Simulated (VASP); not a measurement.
# BeS (F-43m) in VASP: further runs

The runs below take BeS through relaxation of the atoms, single point, with PBE.

All numbers are computed with VASP 6.6.1; they aren't measurements. Logs are shortened: lines on timing, memory, paths and dates and some standing lists are left out, and cuts for length are marked.

### Step 1. The cell of the first run

The structure is cubic, space group F-43m (No. 216). The conventional cell has a = 4.594 Å, b = 4.594 Å, c = 4.594 Å, α = 90.00°, β = 90.00°, γ = 90.00°. Be (site symmetry -43m) has 4 S at 1.99 Å within 2.6 Å. S (site symmetry -43m) has 4 Be at 1.99 Å within 2.6 Å.

### Step 2. Relaxation of the atoms, PBE

File INCAR:

```
PREC = Accurate ; ENCUT = 520
EDIFF = 1E-6 ; ISMEAR = -1
SIGMA = 0.03 ; LREAL = F
LASPH = T ; NELM = 100
ALGO = Normal ; ISIF = 2
LWAVE = F ; LCHARG = F
GGA = PE ; IBRION = 2
NSW = 50 ; EDIFFG = -0.01
```

File KPOINTS:

```
regular mesh
0
Gamma
  10 10 10
```

File POSCAR:

```
BeS
1.0
    0.0000000000      2.2971254752      2.2971254752
    2.2971254752      0.0000000000      2.2971254752
    2.2971254752      2.2971254752      0.0000000000
Be S
1 1
Direct
    0.0000000000      0.0000000000      0.0000000000
    0.2500000000      0.2500000000      0.2500000000
```

Potentials or basis: VASP PAW PBE potentials, release 64 (Be, S).

Run with:

```
$ cat potpaw_PBE.64/Be/POTCAR potpaw_PBE.64/S/POTCAR > POTCAR
$ mpirun -np 1 vasp_std > vasp.out
```

OUTCAR:

```text
PREC = Accurate
   ENCUT = 520
   EDIFF = 1E-6
   ISMEAR = -1
   LREAL = F
   LASPH = T
   NELM = 100
   ISIF = 2
   GGA = PE
   IBRION = 2
   NSW = 50
   EDIFFG = -0.01

 ion  position               nearest neighbor table
   1  0.000  0.000  0.000-   2 1.99   2 1.99   2 1.99   2 1.99
   2  0.250  0.250  0.250-   1 1.99   1 1.99   1 1.99   1 1.99

  LATTYP: Found a face centered cubic cell.
 ALAT       =     4.5942509504

  Lattice vectors:

 A1 = (   0.0000000000,   2.2971254752,   2.2971254752)
 A2 = (   2.2971254752,   0.0000000000,   2.2971254752)
 A3 = (   2.2971254752,   2.2971254752,   0.0000000000)

Analysis of symmetry for initial positions (statically):
=====================================================================
 Subroutine PRICEL returns:
 Original cell was already a primitive cell.

 Routine SETGRP: Setting up the symmetry group for a
 face centered cubic supercell.

 Subroutine GETGRP returns: Found 24 space group operations
 (whereof 24 operations were pure point group operations)
 out of a pool of 48 trial point group operations.

The static configuration has the point symmetry T_d .

Analysis of symmetry for dynamics (positions and initial velocities):
=====================================================================
 Subroutine PRICEL returns:
 Original cell was already a primitive cell.

 Routine SETGRP: Setting up the symmetry group for a
 face centered cubic supercell.

 Subroutine GETGRP returns: Found 24 space group operations
 (whereof 24 operations were pure point group operations)
 out of a pool of 48 trial point group operations.

The dynamic configuration has the point symmetry T_d .

 Subroutine INISYM returns: Found 24 space group operations
 (whereof 24 operations are pure point group operations),
 and found     1 'primitive' translations

----------------------------------------------------------------------------------------

                                     Primitive cell

  volume of cell :      24.2429

  direct lattice vectors                    reciprocal lattice vectors
     0.000000000  2.297125475  2.297125475    -0.217663339  0.217663339  0.217663339
     2.297125475  0.000000000  2.297125475     0.217663339 -0.217663339  0.217663339
     2.297125475  2.297125475  0.000000000     0.217663339  0.217663339 -0.217663339

  length of vectors
     3.248626002  3.248626002  3.248626002     0.377003961  0.377003961  0.377003961

  position of ions in fractional coordinates (direct lattice)
     0.000000000  0.000000000  0.000000000
     0.250000000  0.250000000  0.250000000

  ion indices of the primitive-cell ions
   primitive index   ion index
                 1           1
                 2           2

----------------------------------------------------------------------------------------

 KPOINTS: regular mesh

Automatic generation of k-mesh.
 Grid dimensions read from file:
 generate k-points for:   10   10   10

 Generating k-lattice:

  Cartesian coordinates                     Fractional coordinates (reciprocal lattice)
    -0.021766334  0.021766334  0.021766334     0.100000000  0.000000000  0.000000000
     0.021766334 -0.021766334  0.021766334     0.000000000  0.100000000  0.000000000
     0.021766334  0.021766334 -0.021766334     0.000000000  0.000000000  0.100000000

  Length of vectors
     0.037700396  0.037700396  0.037700396

  Shift w.r.t. Gamma in fractional coordinates (k-lattice)
     0.000000000  0.000000000  0.000000000

 Subroutine IBZKPT returns following result:
 ===========================================

 Found     47 irreducible k-points:

 Following reciprocal coordinates:
            Coordinates               Weight
  0.000000  0.000000  0.000000      1.000000
  0.100000  0.000000  0.000000      8.000000
  0.200000  0.000000  0.000000      8.000000
  0.300000  0.000000  0.000000      8.000000
  0.400000  0.000000  0.000000      8.000000
  0.500000  0.000000  0.000000      4.000000
[... 16 lines left out ...]
  0.300000  0.300000  0.000000      6.000000
  0.400000  0.300000  0.000000     24.000000
 [... further k-points ...]
   k-points           NKPTS =     47   k-points in BZ     NKDIM =     47   number of bands    NBANDS=      8
   number of dos      NEDOS =    301   number of ions     NIONS =      2
   total plane-waves  NPLWV =  13824
   dimension x,y,z NGX =    24 NGY =   24 NGZ =   24
   dimension x,y,z NGXF=    48 NGYF=   48 NGZF=   48
   ions per type =               1   1
   NGX,Y,Z   is equivalent  to a cutoff of  12.28, 12.28, 12.28 a.u.
   NGXF,Y,Z  is equivalent  to a cutoff of  24.56, 24.56, 24.56 a.u.
 SYSTEM =  unknown system
   PREC   = accura    normal or accurate (medium, high low for compatibility)
   ISTART =      0    job   : 0-new  1-cont  2-samecut
   ICHARG =      2    charge: 1-file 2-atom 10-const
   ISPIN  =      1    spin polarized calculation?
   LNONCOLLINEAR =      F non collinear calculations
   LSORBIT =      F    spin-orbit coupling
[... 27 lines left out ...]
   LORBIT       =      0    0 simple, 1 ext, 2 COOP (PROOUT), +10 PAW based schemes
   GGA     = PE    functional components
   LHFCALC =     F    Hartree Fock is set to
   AEXX    =    0.0000 exact exchange contribution
   IVDW    =     0    specifies the selected vdW correction
   LEPSILON=     F    determine dielectric tensor
   LRPA    =     F    only Hartree local field effects (RPA)
 conjugate gradient relaxation of ions
 non-spin polarized calculation
  energy-cutoff  :      520.00
  volume of cell :       24.24
 maximum number of plane-waves:       666
   NGX = 13   NGY = 13   NGZ = 13

 number of electron       8.0000000 magnetization

 Free energy of the ion-electron system (eV)
  ---------------------------------------------------
  ext. energy  EPLUGINS =         0.00000000
  ---------------------------------------------------
  free energy    TOTEN  =        -9.71411178 eV

  energy without entropy =       -9.71411178  energy(sigma->0) =       -9.71411178

 E-fermi :   6.5638     XC(G=0): -10.4193

 val. band max:        6.0076494386   @ k =   0.0000   0.0000   0.0000
 cond. band min:       8.6892970506   @ k =   0.5000   0.5000   0.0000
 fundamental gap:      2.6816476120
 Fermi energy:         6.5637777785

 k-point     1 :       0.0000    0.0000    0.0000
  band No.  band energies     occupation
      1      -8.8946      2.00000
      2       6.0076      2.00000
      3       6.0076      2.00000
      4       6.0076      2.00000
      5      11.5462      0.00000
      6      11.5462      0.00000
      7      11.5462      0.00000
      8      13.3594      0.00000

 k-point     2 :       0.1000    0.0000    0.0000
  band No.  band energies     occupation
      1      -8.7546      2.00000
      2       5.0359      2.00000
      3       5.8329      2.00000
      4       5.8329      2.00000
      5      11.7754      0.00000
      6      11.8451      0.00000
      7      11.8451      0.00000
      8      14.1232      0.00000

 k-point     3 :       0.2000    0.0000    0.0000
  band No.  band energies     occupation
      1      -8.3505      2.00000
      2       3.1110      2.00000
      3       5.4492      2.00000
      4       5.4492      2.00000
      5      11.9590      0.00000
      6      12.4187      0.00000
      7      12.4187      0.00000
      8      15.7986      0.00000

 k-point     4 :       0.3000    0.0000    0.0000
  band No.  band energies     occupation
      1      -7.7441      2.00000
      2       1.1755      2.00000
      3       5.0704      2.00000
      4       5.0704      2.00000
      5      12.0348      0.00000
      6      12.6621      0.00000
      7      12.6621      0.00000
      8      17.1854      0.00000

 k-point     5 :       0.4000    0.0000    0.0000
  band No.  band energies     occupation
      1      -7.1037      2.00000
      2      -0.3224      2.00000
      3       4.8142      2.00000
      4       4.8142      2.00000
      5      12.0603      0.00000
      6      12.5510      0.00000
      7      12.5510      0.00000
      8      17.7885      0.00000
[... 177 lines left out ...]
 k-point    22 :      -0.2000    0.2000    0.0000
  band No.  band energies     occupation
      1      -7.5395      2.00000
      2       1.6193      2.00000
      3       3.1081      2.00000
      4       5.1471      2.00000
      5      12.4505      0.00000
      6      13.2074      0.00000
      7      13.8670      0.00000
      8      15.7312      0.00000

 k-point    23 :       0.3000    0.3000    0.0000
  band No.  band energies     occupation
      1      -7.3609      2.00000
      2       2.1232      2.00000
      3       3.5462      2.00000
      4       3.5462      2.00000
      5       9.8569      0.00000
      6      11.8489      0.00000
      7      16.3690      0.00000
      8      16.3690      0.00000

 k-point    24 :       0.4000    0.3000    0.0000
  band No.  band energies     occupation
      1      -6.8622      2.00000
      2       1.1911      2.00000
      3       2.9732      2.00000
      4       3.2835      2.00000
      5       9.8235      0.00000
      6      11.7243      0.00000
      7      17.0010      0.00000
      8      17.0577      0.00000

 [... further k-points ...]
[... 5 lines left out ...]
  --------------------------------------------------------------------------------------
  -------------------------------------------------------------------------------------
  Total        3.5085317      3.5085317      3.5085317      0.0000000      0.0000000     -0.0000000
  in kB      231.8738832    231.8738832    231.8738832      0.0000000      0.0000000     -0.0000000
  external PRESSURE =     231.8738832 kB  Pullay stress =       0.0000000 kB

 VOLUME and BASIS-vectors are now :
 -----------------------------------------------------------------------------
  energy-cutoff  :      520.00
  volume of cell :       24.24
      direct lattice vectors                 reciprocal lattice vectors
     0.000000000  2.297125475  2.297125475    -0.217663339  0.217663339  0.217663339
     2.297125475  0.000000000  2.297125475     0.217663339 -0.217663339  0.217663339
     2.297125475  2.297125475  0.000000000     0.217663339  0.217663339 -0.217663339

 POSITION                                       TOTAL-FORCE (eV/Angst)
 -----------------------------------------------------------------------------------
      0.00000      0.00000      0.00000         0.000000      0.000000      0.000000
      1.14856      1.14856      1.14856        -0.000000     -0.000000     -0.000000
 -----------------------------------------------------------------------------------
    total drift:                                0.000000      0.000000      0.000000

  FREE ENERGIE OF THE ION-ELECTRON SYSTEM (eV)
  ---------------------------------------------------
  free  energy   TOTEN  =        -9.7141117786 eV

  energy  without entropy=       -9.7141117786  energy(sigma->0) =       -9.71411178

 reached required accuracy - stopping structural energy minimisation
```

Run time: 5.2 s. Hardware: 1 thread of Intel Xeon 6975P-C (Granite Rapids), shared host; peak memory 0.13 GiB.

What came out:

```
Free energy             : -9.7141 eV
Pressure after relaxing : 23.2 GPa
Band gap on the k mesh  : 2.68 eV, indirect (least direct gap 5.54 eV)
```

Final structure:
```cif
data_structure
_symmetry_space_group_name_H-M 'P 1'
_symmetry_Int_Tables_number 1
_cell_length_a 3.2486
_cell_length_b 3.2486
_cell_length_c 3.2486
_cell_angle_alpha 60.000
_cell_angle_beta 60.000
_cell_angle_gamma 60.000
_cell_volume 24.24
loop_
_atom_site_label
_atom_site_type_symbol
_atom_site_fract_x
_atom_site_fract_y
_atom_site_fract_z
_atom_site_occupancy
Be1 Be 0.00000 0.00000 0.00000 1
S1 S 0.25000 0.25000 0.25000 1
```

Caveat: the relaxation stopped at its first step, so nothing moved. A k mesh can miss the band edges.

### Step 3. Relaxation of the atoms, PBE

This run uses another cell than the first one, of 14.26 Å³/atom, 1.176 times its volume.

File INCAR:

```
SYSTEM = BeS
  PREC = Accurate
  ENCUT = 520
  EDIFF = 1E-6
  ISMEAR = -1
  SIGMA = 0.03
  LREAL = .FALSE.
  LASPH = .TRUE.
  NELM = 80
  ALGO = Normal
  ISIF = 2
  LWAVE = .FALSE.
  LCHARG = .FALSE.
  GGA = PE
  IBRION = 2
  NSW = 50
  EDIFFG = -0.01
```

File KPOINTS:

```
regular mesh
0
G
  10 10 10
  0 0 0
```

File POSCAR:

```
BeS
1.0
    0.0000000000      2.4250000000      2.4250000000
    2.4250000000      0.0000000000      2.4250000000
    2.4250000000      2.4250000000      0.0000000000
Be S
1 1
Direct
    0.0000000000      0.0000000000      0.0000000000
    0.2500000000      0.2500000000      0.2500000000
```

Potentials or basis: VASP PAW PBE potentials, release 64 (Be, S).

Run with:

```
$ cat potpaw_PBE.64/Be/POTCAR potpaw_PBE.64/S/POTCAR > POTCAR
$ mpirun -np 1 vasp_std > vasp.out
```

Run time: 8.9 s. Hardware: 1 thread of Intel Xeon 6975P-C (Granite Rapids), shared host; peak memory 0.15 GiB.

Results (log left out):

- Free energy: -10.0112 eV
- Pressure after relaxing: 1.6 GPa
- Band gap on the k mesh: 3.11 eV, indirect (least direct gap 5.67 eV)

Final structure:
```
Be S
1.0
     0.00000    2.42500    2.42500
     2.42500    0.00000    2.42500
     2.42500    2.42500    0.00000
Be S
1 1
Direct
  0.00000 0.00000 0.00000
  0.25000 0.25000 0.25000
```

Levels at points of the mesh, in eV from the valence-band top:
| k point | band 1 | band 2 | band 3 | band 4 | band 5 | band 6 | band 7 | band 8 |
| --- | --- | --- | --- | --- | --- | --- | --- | --- |
| (0.00, 0.00, 0.00) | -13.69 | 0.00 | 0.00 | 0.00 | 5.67 | 5.67 | 5.67 | 5.89 |
| (0.50, 0.00, 0.00) | -12.08 | -5.79 | -1.03 | -1.03 | 5.48 | 6.56 | 6.56 | 11.21 |
| (0.50, 0.50, 0.00) | -11.54 | -5.02 | -2.64 | -2.64 | 3.11 | 4.92 | 12.78 | 12.78 |

Caveat: the relaxation stopped at its first step, so nothing moved. A k mesh can miss the band edges.

### Step 4. Single point, PBE

This run uses another cell than the first one, of 9.27 Å³/atom, 0.765 times its volume.

File INCAR:

```
SYSTEM = BeS
ALGO = Normal
EDIFF = 1E-7
ENCUT = 520
GGA = PE
ISIF = 2
ISMEAR = -1
LASPH = .True.
LCHARG = .True.
LELF = .True.
LREAL = .False.
LVHAR = .True.
LWAVE = .False.
NBANDS = 11
NELM = 60
PREC = Accurate
SIGMA = 0.03
```

File KPOINTS:

```
k-points
0
Gamma
  10 10 10
  0 0 0
```

File POSCAR:

```
BeS
1.0
    0.0000000000      2.1006298304      2.1006298304
    2.1006298304      0.0000000000      2.1006298304
    2.1006298304      2.1006298304      0.0000000000
Be S
1 1
Direct
    0.0000000000      0.0000000000      0.0000000000
    0.2500000000      0.2500000000      0.2500000000
```

Run with:

```
$ cat potpaw_PBE.64/Be/POTCAR potpaw_PBE.64/S/POTCAR > POTCAR
$ mpirun -np 1 vasp_std > vasp.out
```

Run time: 3.6 s. Hardware: 1 thread of Intel Xeon 6975P-C (Granite Rapids), shared host; peak memory 0.13 GiB.

It converged, with:

```yaml
Free_energy: -7.8336 eV
Pressure: 94.9 GPa
Band_gap_on_the_k_mesh: 1.69 eV, indirect (least direct gap 5.03 eV)
```

Levels at points of the mesh, in eV from the valence-band top:
| k point | band 1 | band 2 | band 3 | band 4 | band 5 | band 6 | band 7 | band 8 |
| --- | --- | --- | --- | --- | --- | --- | --- | --- |
| (0.00, 0.00, 0.00) | -17.44 | 0.00 | 0.00 | 0.00 | 5.03 | 5.03 | 5.03 | 10.15 |
| (0.50, 0.00, 0.00) | -14.36 | -9.26 | -1.81 | -1.81 | 5.97 | 5.97 | 6.94 | 12.83 |
| (0.50, 0.50, 0.00) | -13.30 | -7.77 | -4.56 | -4.56 | 1.69 | 4.03 | 16.18 | 16.18 |

### Step 5. Single point, PBE

File INCAR:

```
PREC = Accurate ; ENCUT = 520
EDIFF = 1E-6 ; ISMEAR = -1
SIGMA = 0.03 ; LREAL = False
LASPH = True ; NELM = 60
ALGO = Normal ; ISIF = 2
LWAVE = False ; LCHARG = False
GGA = PE ; NBANDS = 11
```

File KPOINTS:

```
Automatic mesh
0
Gamma
  10 10 10
```

POSCAR is that of step 4.

Run with:

```
$ cat potpaw_PBE.64/Be/POTCAR potpaw_PBE.64/S/POTCAR > POTCAR
$ mpirun -np 1 vasp_std > vasp.out
```

Wall time 3.5 s (1 thread of Intel Xeon 6975P-C (Granite Rapids), shared host); peak memory 0.13 GiB.

It converged, with:

```
Free energy            : -7.8336 eV
Pressure               : 94.9 GPa
Band gap on the k mesh : 1.69 eV, indirect (least direct gap 5.03 eV)
```

Levels at points of the mesh, in eV from the valence-band top:
```csv
k point,band 1,band 2,band 3,band 4,band 5,band 6,band 7,band 8
"(0.00, 0.00, 0.00)",-17.44,0.00,0.00,0.00,5.03,5.03,5.03,10.15
"(0.50, 0.00, 0.00)",-14.36,-9.26,-1.81,-1.81,5.97,5.97,6.94,12.83
"(0.50, 0.50, 0.00)",-13.30,-7.77,-4.56,-4.56,1.69,4.03,16.18,16.18
```

A k mesh can miss the band edges.

### Step 6. Single point, PBE

This run uses another cell than the first one, of 11.41 Å³/atom, 0.941 times its volume.

File INCAR:

```
SYSTEM = BeS
ALGO     = Normal         ! electronic algorithm
EDIFF    = 1E-7           ! SCF threshold, eV
ENCUT    = 520            ! plane-wave cutoff, eV
GGA      = PE             ! functional
ISIF     = 2              ! what is computed and relaxed
ISMEAR   = -1             ! smearing method
LASPH    = .TRUE.         ! aspherical terms in the spheres
LCHARG   = .FALSE.        ! write CHGCAR
LREAL    = .FALSE.        ! projectors in reciprocal space
LWAVE    = .FALSE.        ! write WAVECAR
NBANDS   = 11             ! bands
NELM     = 60             ! most SCF steps
PREC     = Accurate       ! precision mode
SIGMA    = 0.03           ! smearing width, eV
```

File KPOINTS:

```
k-points
0
G
  10 10 10
  0 0 0
```

File POSCAR:

```
BeS
1.0
    0.0000000000      2.2511705843      2.2511705843
    2.2511705843      0.0000000000      2.2511705843
    2.2511705843      2.2511705843      0.0000000000
Be S
1 1
Direct
    0.0000000000      0.0000000000      0.0000000000
    0.2500000000      0.2500000000      0.2500000000
```

Potentials or basis: VASP PAW PBE potentials, release 64 (Be, S).

Run with:

```
$ cat potpaw_PBE.64/Be/POTCAR potpaw_PBE.64/S/POTCAR > POTCAR
$ mpirun -np 1 vasp_std > vasp.out
```

It took 3.8 s on 1 thread of Intel Xeon 6975P-C (Granite Rapids), shared host; peak memory 0.13 GiB.

The run converged. Its results:

```
Free energy            : -9.4580 eV
Pressure               : 34.7 GPa
Band gap on the k mesh : 2.49 eV, indirect (least direct gap 5.46 eV)
```

Levels at points of the mesh, in eV from the valence-band top:
| k point | band 1 | band 2 | band 3 | band 4 | band 5 | band 6 | band 7 | band 8 |
| --- | --- | --- | --- | --- | --- | --- | --- | --- |
| (0.00, 0.00, 0.00) | -15.41 | 0.00 | 0.00 | 0.00 | 5.46 | 5.46 | 5.46 | 7.94 |
| (0.50, 0.00, 0.00) | -13.11 | -7.41 | -1.39 | -1.39 | 6.26 | 6.38 | 6.38 | 12.14 |
| (0.50, 0.50, 0.00) | -12.33 | -6.30 | -3.52 | -3.52 | 2.49 | 4.58 | 14.58 | 14.58 |

### Step 7. The runs side by side

```csv
task,cell,gap on the mesh (eV),pressure (GPa)
relaxation of the atoms,"atoms relaxed from a = 3.249 Å, angles 60.0°, 2 atoms",2.68,23.2
relaxation of the atoms,"atoms relaxed from a = 3.429 Å, angles 60.0°, 2 atoms",3.11,1.6
single point,"a = 2.971 Å, angles 60.0°, 2 atoms",1.69,94.9
single point,"a = 3.184 Å, angles 60.0°, 2 atoms",2.49,34.7
```

Alike in all rows: level PBE; potentials or basis VASP PAW PBE potentials, release 64 (Be, S); no spin polarisation; k mesh 10 × 10 × 10; cutoff (eV) 520; smearing fermi-dirac 0.03 eV.

Caveats: the relaxation stopped at its first step, so nothing moved (some runs).

Absolute energies hang on the potentials; compare differences alone.
